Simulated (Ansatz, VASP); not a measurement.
## Na in VASP and in Ansatz

INCAR

```
SYSTEM = Na
PREC = Accurate ; ENCUT = 520
EDIFF = 1E-7 ; ISMEAR = -1
SIGMA = 0.1 ; LREAL = .False.
LASPH = .True. ; NELM = 60
ALGO = Normal ; ISIF = 2
LWAVE = .False. ; LCHARG = .False.
NBANDS = 18
```

File KPOINTS:

```
regular mesh
0
Gamma
  7 7 10
  0 0 0
```

POSCAR

```
Na
1.0
    6.0394614536      0.0000000000      0.0000000000
   -3.0197307268      5.2303270440      0.0000000000
    0.0000000000      0.0000000000      3.5712302122
Na
3
Direct
    1.0000000000      1.0000000000      0.0000000000
    0.3333333333      0.6666666667      0.5000000000
    0.6666666667      0.3333333333      0.5000000000
```

Input for Ansatz:

```yaml
crystal:
  lattice:
    - [6.0394614536, 0.0, 0.0]
    - [-3.0197307268, 5.230327044, 0.0]
    - [0.0, 0.0, 3.5712302122]
  atoms:
    - { symbol: Na, position: [1.0, 1.0, 0.0] }
    - { symbol: Na, position: [0.3333333333, 0.6666666667, 0.5] }
    - { symbol: Na, position: [0.6666666667, 0.3333333333, 0.5] }
hamiltonian:
  xc: lda
  pseudopotentials:
    kind: paw
    azcp:
      Na: "pseudopotentials/Na.paw.azcp"
basis:
  ecutwfc: 420
  fft_grid_basis: typed
kpoints:
  mp_grid: { grid: [7, 7, 10], shift: [0, 0, 0] }
magnetization:
  spin_polarized: false
scf:
  occupations: { method: fermi_dirac, width: 0.1 }
  lower_state_search: "off"
output:
  stress: true
```

Alike in both runs: task single point; functional LDA; k mesh 7 × 7 × 10; occupations fermi-dirac, width 0.1 eV; no spin polarisation.

|  | VASP | Ansatz |
| --- | --- | --- |
| version | VASP 6.6.1 | Ansatz 0.2.0 |
| potentials or method | VASP PAW LDA potentials, release 64 (Na_pv), cutoff 520 eV | plane waves (420 eV) with PAW, scalar-relativistic |
| valence electrons in the cell | 21 | 27 |

```csv
,VASP,Ansatz,Ansatz less VASP
pressure (GPa),-0.8,-0.8,+0.02
"traceless stress, the component that is largest in VASP (GPa)",0.13,0.13,-0.002
```

Ansatz warns that its potentials were made for another functional, while VASP's fit it. LDA's correlation is that of Perdew and Zunger in VASP and of Perdew and Wang (1992) in Ansatz. VASP's potentials hold 21 valence electrons a cell and Ansatz's 27, so a difference there can come from the potentials and not from the codes.
